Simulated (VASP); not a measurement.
# TiB2 (P6/mmm) in VASP: further runs, part 2 of 3

VASP 6.6.1. The steps go on from the part before.

## (3) Single point, LDA

The input, INCAR:

```
PREC = Accurate ; ENCUT = 500
EDIFF = 1E-6 ; ISMEAR = 0
SIGMA = 0.05 ; LREAL = F
LASPH = T ; NELM = 120
ALGO = Normal ; ISIF = 2
LWAVE = F ; LCHARG = F
NBANDS = 16 ; GGA_COMPAT = F
```

The input, KPOINTS:

```
Automatic mesh
0
Gamma
  9 9 7
```

The input, POSCAR:

```
TiB2
1.0
    2.9960136454      0.0000000000      0.0000000000
   -1.4980068227      2.5946239270      0.0000000000
    0.0000000000      0.0000000000      3.1539260893
Ti B
1 2
Direct
    0.0000000000      0.0000000000      0.0000000000
    0.3333333333      0.6666666667      0.5000000000
    0.6666666667      0.3333333333      0.5000000000
```

Potentials or basis: VASP PAW LDA potentials, release 64 (Ti_sv, B).

Run with:

```
$ cat potpaw_LDA.64/Ti_sv/POTCAR potpaw_LDA.64/B/POTCAR > POTCAR
$ mpirun -np 1 vasp_std > vasp.out
```

OUTCAR:

```text
PREC = Accurate
   ENCUT = 500
   EDIFF = 1E-6
   ISMEAR = 0
   LREAL = F
   LASPH = T
   NELM = 120
   ISIF = 2

 ion  position               nearest neighbor table
   1  0.000  0.000  0.000-   2 2.34   3 2.34   2 2.34   3 2.34   2 2.34   2 2.34   3 2.34   3 2.34
                             3 2.34   3 2.34   2 2.34   2 2.34
   2  0.333  0.667  0.500-   3 1.73   3 1.73   3 1.73   1 2.34   1 2.34   1 2.34   1 2.34   1 2.34
                             1 2.34
   3  0.667  0.333  0.500-   2 1.73   2 1.73   2 1.73   1 2.34   1 2.34   1 2.34   1 2.34   1 2.34
                             1 2.34

  LATTYP: Found a hexagonal cell.
 ALAT       =     2.9960136454
 C/A-ratio  =     1.0527075183

  Lattice vectors:

 A1 = (   2.9960136454,   0.0000000000,   0.0000000000)
 A2 = (  -1.4980068227,   2.5946239270,   0.0000000000)
 A3 = (   0.0000000000,   0.0000000000,   3.1539260893)

Analysis of symmetry for initial positions (statically):
=====================================================================
 Subroutine PRICEL returns:
 Original cell was already a primitive cell.

 Routine SETGRP: Setting up the symmetry group for a
 hexagonal supercell.

 Subroutine GETGRP returns: Found 24 space group operations
 (whereof 24 operations were pure point group operations)
 out of a pool of 24 trial point group operations.

The static configuration has the point symmetry D_6h.

Analysis of symmetry for dynamics (positions and initial velocities):
=====================================================================
 Subroutine PRICEL returns:
 Original cell was already a primitive cell.

 Routine SETGRP: Setting up the symmetry group for a
 hexagonal supercell.

 Subroutine GETGRP returns: Found 24 space group operations
 (whereof 24 operations were pure point group operations)
 out of a pool of 24 trial point group operations.

The dynamic configuration has the point symmetry D_6h.

 Subroutine INISYM returns: Found 24 space group operations
 (whereof 24 operations are pure point group operations),
 and found     1 'primitive' translations

----------------------------------------------------------------------------------------

                                     Primitive cell

  volume of cell :      24.5171

  direct lattice vectors                    reciprocal lattice vectors
     2.996013645  0.000000000  0.000000000     0.333776851  0.192706155  0.000000000
    -1.498006823  2.594623927  0.000000000     0.000000000  0.385412310  0.000000000
     0.000000000  0.000000000  3.153926089     0.000000000  0.000000000  0.317065135

  length of vectors
     2.996013645  2.996013645  3.153926089     0.385412310  0.385412310  0.317065135

  position of ions in fractional coordinates (direct lattice)
     0.000000000  0.000000000  0.000000000
     0.333333333  0.666666667  0.500000000
     0.666666667  0.333333333  0.500000000

  ion indices of the primitive-cell ions
   primitive index   ion index
                 1           1
                 2           2
                 3           3

----------------------------------------------------------------------------------------

 KPOINTS: Automatic mesh

Automatic generation of k-mesh.
 Grid dimensions read from file:
 generate k-points for:    9    9    7

 Generating k-lattice:

  Cartesian coordinates                     Fractional coordinates (reciprocal lattice)
     0.037086317  0.021411795  0.000000000     0.111111111  0.000000000  0.000000000
     0.000000000  0.042823590  0.000000000     0.000000000  0.111111111  0.000000000
     0.000000000  0.000000000  0.045295019     0.000000000  0.000000000  0.142857143

  Length of vectors
     0.042823590  0.042823590  0.045295019

  Shift w.r.t. Gamma in fractional coordinates (k-lattice)
     0.000000000  0.000000000  0.000000000

 Subroutine IBZKPT returns following result:
 ===========================================

 Found     48 irreducible k-points:

 Following reciprocal coordinates:
            Coordinates               Weight
  0.000000  0.000000  0.000000      1.000000
  0.111111 -0.000000  0.000000      6.000000
  0.222222 -0.000000  0.000000      6.000000
  0.333333  0.000000  0.000000      6.000000
  0.444444 -0.000000  0.000000      6.000000
  0.111111  0.111111  0.000000      6.000000
[... 16 lines left out ...]
  0.333333  0.222222  0.142857     24.000000
  0.333333  0.333333  0.142857      4.000000
 [... further k-points ...]
   k-points           NKPTS =     48   k-points in BZ     NKDIM =     48   number of bands    NBANDS=     16
   number of dos      NEDOS =    301   number of ions     NIONS =      3
   total plane-waves  NPLWV =  13824
   dimension x,y,z NGX =    24 NGY =   24 NGZ =   24
   dimension x,y,z NGXF=    48 NGYF=   48 NGZF=   48
   ions per type =               1   2
   NGX,Y,Z   is equivalent  to a cutoff of  13.32, 13.32, 12.65 a.u.
   NGXF,Y,Z  is equivalent  to a cutoff of  26.63, 26.63, 25.30 a.u.
 SYSTEM =  unknown system
   PREC   = accura    normal or accurate (medium, high low for compatibility)
   ISTART =      0    job   : 0-new  1-cont  2-samecut
   ICHARG =      2    charge: 1-file 2-atom 10-const
   ISPIN  =      1    spin polarized calculation?
   LNONCOLLINEAR =      F non collinear calculations
   LSORBIT =      F    spin-orbit coupling
   LASPH  =      T    aspherical Exc in radial PAW
   ENCUT  =  500.0 eV  36.75 Ry    6.06 a.u.   5.46  5.46  5.75*2*pi/ulx,y,z
   NELM   =    120;   NELMIN=  2; NELMDL= -5     # of ELM steps
   EDIFF  = 0.1E-05   stopping-criterion for ELM
   LREAL  =      F    real-space projection
   EDIFFG = 0.1E-04   stopping-criterion for IOM
   NSW    =      0    number of steps for IOM
   IBRION =     -1    ionic relax: 0-MD 1-quasi-New 2-CG
   NFREE  =      0    steps in history (QN), initial steepest desc. (CG)
   ISIF   =      2    stress and relaxation
   ISYM   =      2    0-nonsym 1-usesym 2-fastsym
   POTIM  = 0.5000    time-step for ionic-motion
   TEBEG  =    0.0;   TEEND  =   0.0 temperature during run
   PSTRESS=    0.0 pullay stress
   NELECT =      18.0000    total number of electrons
   NUPDOWN=      -1.0000    fix difference up-down
   EMIN   =  10.00;   EMAX   =-10.00  energy-range for DOS
   EFERMI =   0.00;   METHOD = LEGACY
   ISMEAR =     0;   SIGMA  =   0.05  broadening in eV -4-tet -1-fermi 0-gaus
   EFERMI_NEDOS =   21; number of points for ismear=-14 and -15
   IALGO  =     38    algorithm
   IMIX   =      4    mixing-type and parameters
     AMIX     =   0.40;   BMIX     =  1.00
     AMIX_MAG =   1.60;   BMIX_MAG =  1.00
  volume/ion in A,a.u.               =       8.17        55.15
  Fermi-wavevector in a.u.,A,eV,Ry     =   1.476871  2.790881 29.676301  2.181147
  Thomas-Fermi vector in A             =   2.591344
   LORBIT       =      0    0 simple, 1 ext, 2 COOP (PROOUT), +10 PAW based schemes
   GGA     = CA    functional components
   LHFCALC =     F    Hartree Fock is set to
   AEXX    =    0.0000 exact exchange contribution
   IVDW    =     0    specifies the selected vdW correction
   LEPSILON=     F    determine dielectric tensor
   LRPA    =     F    only Hartree local field effects (RPA)
 non-spin polarized calculation
 Gauss-broadening in eV      SIGMA  =   0.05
  energy-cutoff  :      500.00
  volume of cell :       24.52
 maximum number of plane-waves:       642
 NGX is ok and might be reduce to    24
   NGX = 11   NGY = 11   NGZ = 11

 number of electron      18.0000000 magnetization

 Free energy of the ion-electron system (eV)
  ---------------------------------------------------
  ext. energy  EPLUGINS =         0.00000000
  ---------------------------------------------------
  free energy    TOTEN  =       -26.92202456 eV

  energy without entropy =      -26.92202452  energy(sigma->0) =      -26.92202454

 E-fermi :  10.4612     XC(G=0): -13.1737

 val. band max:       10.3016645083   @ k =   0.1111  -0.0000   0.4286
 cond. band min:      10.6170744680   @ k =   0.2222   0.2222   0.0000
 fundamental gap:      0.3154099596
 Fermi energy:        10.4611574401

 k-point     1 :       0.0000    0.0000    0.0000
  band No.  band energies     occupation
      1     -45.6796      2.00000
      2     -22.4266      2.00000
      3     -22.0850      2.00000
      4     -22.0850      2.00000
      5      -3.0871      2.00000
      6       7.6650      2.00000
[... 8 lines left out ...]
     15      16.3406      0.00000
     16      17.7331      0.00000
[... 419 lines left out ...]
 k-point    24 :       0.3333    0.3333    0.1429
  band No.  band energies     occupation
      1     -45.5997      2.00000
      2     -22.4103      2.00000
      3     -22.4103      2.00000
      4     -22.3773      2.00000
      5       2.1150      2.00000
      6       2.1150      2.00000
[... 8 lines left out ...]
     15      21.4542      0.00000
     16      21.4542      0.00000

 [... further k-points ...]
[... 5 lines left out ...]
  --------------------------------------------------------------------------------------
  -------------------------------------------------------------------------------------
  Total        0.0965389      0.0965389      0.0953247      0.0000000      0.0000000      0.0000000
  in kB        6.3087460      6.3087460      6.2294014      0.0000000      0.0000000      0.0000000
  external PRESSURE =       6.2822978 kB  Pullay stress =       0.0000000 kB

 VOLUME and BASIS-vectors are now :
 -----------------------------------------------------------------------------
  energy-cutoff  :      500.00
  volume of cell :       24.52
      direct lattice vectors                 reciprocal lattice vectors
     2.996013645  0.000000000  0.000000000     0.333776851  0.192706155  0.000000000
    -1.498006823  2.594623927  0.000000000     0.000000000  0.385412310  0.000000000
     0.000000000  0.000000000  3.153926089     0.000000000  0.000000000  0.317065135

 POSITION                                       TOTAL-FORCE (eV/Angst)
 -----------------------------------------------------------------------------------
      0.00000      0.00000      0.00000        -0.000000      0.000000      0.000000
     -0.00000      1.72975      1.57696         0.000000      0.000000     -0.000000
      1.49801      0.86487      1.57696        -0.000000     -0.000000      0.000000
 -----------------------------------------------------------------------------------
    total drift:                               -0.000000      0.000000      0.000000

  FREE ENERGIE OF THE ION-ELECTRON SYSTEM (eV)
  ---------------------------------------------------
  free  energy   TOTEN  =       -26.9220245621 eV

  energy  without entropy=      -26.9220245166  energy(sigma->0) =      -26.92202454
```

Wall time 6.4 s (1 thread of Intel Xeon 6975P-C (Granite Rapids), shared host); peak memory 0.13 GiB.

What came out:

```yaml
Free_energy: -26.9220 eV
Pressure: 0.6 GPa
Band_gap_on_the_k_mesh: zero (band 9 reaches 10.81 eV, above the bottom of band 10 at 10.24 eV)
```

(Continued in part 3 of 3.)
